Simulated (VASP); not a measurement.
# LiF (P6_3mc) in VASP: notebook, part 2 of 2

VASP 6.6.1.

### 4 Single point, PBE (c/a of the conventional cell at fixed volume 1.4427)

The input, INCAR:

```
SYSTEM = LiF
PREC = Accurate
ENCUT = 520
EDIFF = 1E-6
ISMEAR = 0
SIGMA = 0.05
LREAL = .FALSE.
LASPH = .TRUE.
NELM = 60
ALGO = Normal
ISIF = 2
LWAVE = .FALSE.
LCHARG = .FALSE.
GGA = PE
NBANDS = 18
```

The input, KPOINTS:

```
Automatic mesh
0
G
  9 9 6
  0 0 0
```

The input, POSCAR:

```
LiF
1.0
    3.2140071864      0.0000000000      0.0000000000
   -1.6070035932      2.7834118714      0.0000000000
    0.0000000000      0.0000000000      4.6368481678
Li F
2 2
Direct
    0.3333333333      0.6666666667      0.4320721835
    0.6666666667      0.3333333333      0.9320721835
    0.3333333333      0.6666666667      0.9939266766
    0.6666666667      0.3333333333      0.4939266766
```

Potentials or basis: VASP PAW PBE potentials, release 64 (Li_sv, F).

Started as:

```sh
$ cat potpaw_PBE.64/Li_sv/POTCAR potpaw_PBE.64/F/POTCAR > POTCAR
$ mpirun -np 1 vasp_std > vasp.out
```

OUTCAR:

```text
SYSTEM = LiF
   PREC = Accurate
   ENCUT = 520
   EDIFF = 1E-6
   ISMEAR = 0
   LREAL = .FALSE.
   LASPH = .TRUE.
   NELM = 60
   ISIF = 2
   GGA = PE

 ion  position               nearest neighbor table
   1  0.333  0.667  0.432-   4 1.88   4 1.88   4 1.88   3 2.03
   2  0.667  0.333  0.932-   3 1.88   3 1.88   3 1.88   4 2.03
   3  0.333  0.667  0.994-   2 1.88   2 1.88   2 1.88   1 2.03
   4  0.667  0.333  0.494-   1 1.88   1 1.88   1 1.88   2 2.03

  LATTYP: Found a hexagonal cell.
 ALAT       =     3.2140071864
 C/A-ratio  =     1.4427000000

  Lattice vectors:

 A1 = (   3.2140071864,   0.0000000000,   0.0000000000)
 A2 = (  -1.6070035932,   2.7834118714,   0.0000000000)
 A3 = (   0.0000000000,   0.0000000000,   4.6368481678)

Analysis of symmetry for initial positions (statically):
=====================================================================
 Subroutine PRICEL returns:
 Original cell was already a primitive cell.

 Routine SETGRP: Setting up the symmetry group for a
 hexagonal supercell.

 Subroutine GETGRP returns: Found 12 space group operations
 (whereof  6 operations were pure point group operations)
 out of a pool of 24 trial point group operations.

The static configuration has the point symmetry C_3v.
 The point group associated with its full space group is C_6v.

Analysis of symmetry for dynamics (positions and initial velocities):
=====================================================================
 Subroutine PRICEL returns:
 Original cell was already a primitive cell.

 Routine SETGRP: Setting up the symmetry group for a
 hexagonal supercell.

 Subroutine GETGRP returns: Found 12 space group operations
 (whereof  6 operations were pure point group operations)
 out of a pool of 24 trial point group operations.

The dynamic configuration has the point symmetry C_3v.
 The point group associated with its full space group is C_6v.

 Subroutine INISYM returns: Found 12 space group operations
 (whereof  6 operations are pure point group operations),
 and found     1 'primitive' translations

----------------------------------------------------------------------------------------

                                     Primitive cell

  volume of cell :      41.4808

  direct lattice vectors                    reciprocal lattice vectors
     3.214007186  0.000000000  0.000000000     0.311138072  0.179635650  0.000000000
    -1.607003593  2.783411871  0.000000000     0.000000000  0.359271299  0.000000000
     0.000000000  0.000000000  4.636848168     0.000000000  0.000000000  0.215663736

  length of vectors
     3.214007186  3.214007186  4.636848168     0.359271299  0.359271299  0.215663736

  position of ions in fractional coordinates (direct lattice)
     0.333333333  0.666666667  0.432072183
     0.666666667  0.333333333  0.932072183
     0.333333333  0.666666667  0.993926677
     0.666666667  0.333333333  0.493926677

  ion indices of the primitive-cell ions
   primitive index   ion index
                 1           1
                 2           2
                 3           3
                 4           4

----------------------------------------------------------------------------------------

[... 26 lines left out ...]
  0.000000  0.000000  0.000000      1.000000
  0.111111  0.000000  0.000000      6.000000
  0.222222  0.000000  0.000000      6.000000
  0.333333  0.000000  0.000000      6.000000
  0.444444  0.000000  0.000000      6.000000
  0.111111  0.111111  0.000000      6.000000
[... 16 lines left out ...]
  0.333333  0.222222  0.166667     24.000000
  0.333333  0.333333  0.166667      4.000000
 [... further k-points ...]
   k-points           NKPTS =     48   k-points in BZ     NKDIM =     48   number of bands    NBANDS=     18
   number of dos      NEDOS =    301   number of ions     NIONS =      4
   total plane-waves  NPLWV =  20736
   dimension x,y,z NGX =    24 NGY =   24 NGZ =   36
   dimension x,y,z NGXF=    48 NGYF=   48 NGZF=   72
   ions per type =               2   2
   NGX,Y,Z   is equivalent  to a cutoff of  12.41, 12.41, 12.91 a.u.
   NGXF,Y,Z  is equivalent  to a cutoff of  24.83, 24.83, 25.81 a.u.
 SYSTEM =  LiF
   PREC   = accura    normal or accurate (medium, high low for compatibility)
   ISTART =      0    job   : 0-new  1-cont  2-samecut
   ICHARG =      2    charge: 1-file 2-atom 10-const
   ISPIN  =      1    spin polarized calculation?
   LNONCOLLINEAR =      F non collinear calculations
   LSORBIT =      F    spin-orbit coupling
   LASPH  =      T    aspherical Exc in radial PAW
   ENCUT  =  520.0 eV  38.22 Ry    6.18 a.u.   5.98  5.98  8.62*2*pi/ulx,y,z
   NELM   =     60;   NELMIN=  2; NELMDL= -5     # of ELM steps
   EDIFF  = 0.1E-05   stopping-criterion for ELM
   LREAL  =      F    real-space projection
   EDIFFG = 0.1E-04   stopping-criterion for IOM
   NSW    =      0    number of steps for IOM
   IBRION =     -1    ionic relax: 0-MD 1-quasi-New 2-CG
   NFREE  =      0    steps in history (QN), initial steepest desc. (CG)
   ISIF   =      2    stress and relaxation
   ISYM   =      2    0-nonsym 1-usesym 2-fastsym
   POTIM  = 0.5000    time-step for ionic-motion
   TEBEG  =    0.0;   TEEND  =   0.0 temperature during run
   PSTRESS=    0.0 pullay stress
   NELECT =      20.0000    total number of electrons
   NUPDOWN=      -1.0000    fix difference up-down
   EMIN   =  10.00;   EMAX   =-10.00  energy-range for DOS
   EFERMI =   0.00;   METHOD = LEGACY
   ISMEAR =     0;   SIGMA  =   0.05  broadening in eV -4-tet -1-fermi 0-gaus
   EFERMI_NEDOS =   21; number of points for ismear=-14 and -15
   IALGO  =     38    algorithm
   IMIX   =      4    mixing-type and parameters
     AMIX     =   0.40;   BMIX     =  1.00
     AMIX_MAG =   1.60;   BMIX_MAG =  1.00
  volume/ion in A,a.u.               =      10.37        69.98
  Fermi-wavevector in a.u.,A,eV,Ry     =   1.283716  2.425872 22.421420  1.647928
  Thomas-Fermi vector in A             =   2.415953
   LORBIT       =      0    0 simple, 1 ext, 2 COOP (PROOUT), +10 PAW based schemes
   GGA     = PE    functional components
   LHFCALC =     F    Hartree Fock is set to
   AEXX    =    0.0000 exact exchange contribution
   IVDW    =     0    specifies the selected vdW correction
   LEPSILON=     F    determine dielectric tensor
   LRPA    =     F    only Hartree local field effects (RPA)
 non-spin polarized calculation
 Gauss-broadening in eV      SIGMA  =   0.05
  energy-cutoff  :      520.00
  volume of cell :       41.48
 maximum number of plane-waves:      1134
 NGX is ok and might be reduce to    24
   NGX = 11   NGY = 11   NGZ = 17

 number of electron      20.0000034 magnetization

 Free energy of the ion-electron system (eV)
  ---------------------------------------------------
  ext. energy  EPLUGINS =         0.00000000
  ---------------------------------------------------
  free energy    TOTEN  =       -19.25932987 eV

  energy without entropy =      -19.25932987  energy(sigma->0) =      -19.25932987

 E-fermi :  -2.0458     XC(G=0):  -8.6567

 val. band max:       -2.3765037969   @ k =   0.0000   0.0000   0.0000
 cond. band min:       4.9301104896   @ k =   0.0000   0.0000   0.0000
 fundamental gap:      7.3066142865
 Fermi energy:        -2.0457648186

 k-point     1 :       0.0000    0.0000    0.0000
  band No.  band energies     occupation
      1     -43.2919      2.00000
      2     -43.2551      2.00000
      3     -22.0072      2.00000
      4     -21.6522      2.00000
      5      -4.7781      2.00000
      6      -3.2572      2.00000
[... 481 lines left out ...]
      5      -4.5881      2.00000
      6      -3.7093      2.00000
[... 10 lines left out ...]
     17      15.5398      0.00000
     18      17.7455      0.00000

 [... further k-points ...]

------------------------ aborting loop because EDIFF is reached ----------------------------------------

  FORCE on cell =-STRESS in cart. coord.  units (eV):
  Direction    XX          YY          ZZ          XY          YZ          ZX
  --------------------------------------------------------------------------------------
  -------------------------------------------------------------------------------------
  Total       -0.0919688     -0.0919688     -0.5983404      0.0000000      0.0000000      0.0000000
  in kB       -3.5522528     -3.5522528    -23.1106256      0.0000000      0.0000000      0.0000000
  external PRESSURE =     -10.0717104 kB  Pullay stress =       0.0000000 kB

 VOLUME and BASIS-vectors are now :
 -----------------------------------------------------------------------------
  energy-cutoff  :      520.00
  volume of cell :       41.48
      direct lattice vectors                 reciprocal lattice vectors
     3.214007186  0.000000000  0.000000000     0.311138072  0.179635650  0.000000000
    -1.607003593  2.783411871  0.000000000     0.000000000  0.359271299  0.000000000
     0.000000000  0.000000000  4.636848168     0.000000000  0.000000000  0.215663736

 POSITION                                       TOTAL-FORCE (eV/Angst)
 -----------------------------------------------------------------------------------
     -0.00000      1.85561      2.00345        -0.000000     -0.000000     -0.153556
      1.60700      0.92780      4.32188         0.000000      0.000000     -0.153556
     -0.00000      1.85561      4.60869        -0.000000      0.000000      0.153556
      1.60700      0.92780      2.29026         0.000000      0.000000      0.153556
 -----------------------------------------------------------------------------------
    total drift:                                0.000002      0.000004     -0.000207

  FREE ENERGIE OF THE ION-ELECTRON SYSTEM (eV)
  ---------------------------------------------------
  free  energy   TOTEN  =       -19.2593298652 eV

  energy  without entropy=      -19.2593298652  energy(sigma->0) =      -19.25932987
```

OSZICAR:

```text
N       E                     dE             d eps       ncg     rms          rms(c)
DAV:   1     0.119822901998E+03    0.11982E+03   -0.10686E+04  1736   0.120E+03
DAV:   2    -0.100551026116E+02   -0.12988E+03   -0.12702E+03  1984   0.297E+02
DAV:   3    -0.205780196411E+02   -0.10523E+02   -0.10462E+02  3254   0.627E+01
DAV:   4    -0.206650338494E+02   -0.87014E-01   -0.86833E-01  2204   0.735E+00
DAV:   5    -0.206660674192E+02   -0.10336E-02   -0.10329E-02  2194   0.655E-01    0.729E+00
DAV:   6    -0.192020191220E+02    0.14640E+01   -0.41169E+00  1812   0.151E+01    0.231E+00
DAV:   7    -0.192233415752E+02   -0.21322E-01   -0.99989E-02  1984   0.225E+00    0.148E+00
DAV:   8    -0.192588614921E+02   -0.35520E-01   -0.57759E-02  1864   0.233E+00    0.340E-01
DAV:   9    -0.192581725672E+02    0.68892E-03   -0.52943E-03  2374   0.637E-01    0.102E-01
DAV:  10    -0.192593542216E+02   -0.11817E-02   -0.16938E-03  1830   0.275E-01    0.596E-02
DAV:  11    -0.192593282045E+02    0.26017E-04   -0.82791E-05  2224   0.805E-02    0.110E-02
DAV:  12    -0.192593296832E+02   -0.14788E-05   -0.85795E-06  1868   0.219E-02    0.205E-03
DAV:  13    -0.192593298652E+02   -0.18196E-06   -0.42995E-07  1744   0.554E-03
   1 F= -.19259330E+02 E0= -.19259330E+02  d E =-.576885E-23
```

stdout:

```text
POSCAR found type information on POSCAR LiF
 POSCAR found :  2 types and       4 ions
 scaLAPACK will be used
 LDA part: xc-table for (Slater+PW92), standard interpolation
 POSCAR, INCAR and KPOINTS ok, starting setup
 FFT: planning ... GRIDC
 FFT: planning ... GRID_SOFT
 FFT: planning ... GRID
 WAVECAR not read
 entering main loop
```

It took 21 s on 1 thread of Intel Xeon Platinum 8488C (Sapphire Rapids), shared host; peak memory 0.16 GiB.

What came out:

```
Free energy            : -19.2593 eV
Largest force          : 0.154 eV/Å
Band gap on the k mesh : 7.31 eV, direct
```

Forces in eV/Å, atoms in the order of the input:
```
Li   0.000  0.000 -0.154
Li   0.000  0.000 -0.154
F    0.000  0.000  0.154
F    0.000  0.000  0.154
```

Caveat: the cutoff is under 1.25 times the usual one of these potentials, so pressure, stress and relaxed cells hold a basis-set (Pulay) error.

### 5 Summary

```tsv
cell	gap on the mesh (eV)	largest force (eV/Å)
a = 3.178, b = 3.178, c = 4.744 Å, angles 90.0, 90.0, 120.0°, 4 atoms	7.49	0.03
a = 3.109, b = 3.109, c = 4.954 Å, angles 90.0, 90.0, 120.0°, 4 atoms	7.55	0.16
a = 3.214, b = 3.214, c = 4.637 Å, angles 90.0, 90.0, 120.0°, 4 atoms	7.31	0.15
```

Alike in all rows: task single point; level PBE; potentials or basis VASP PAW PBE potentials, release 64 (Li_sv, F); no spin polarisation; k mesh 9 × 9 × 6; cutoff (eV) 520; smearing gaussian 0.05 eV.

Caveats: the cutoff is under 1.25 times the usual one of these potentials, so pressure, stress and relaxed cells hold a basis-set (Pulay) error.

Total energies depend on the potentials used, so only differences within one code and one set of settings carry meaning.
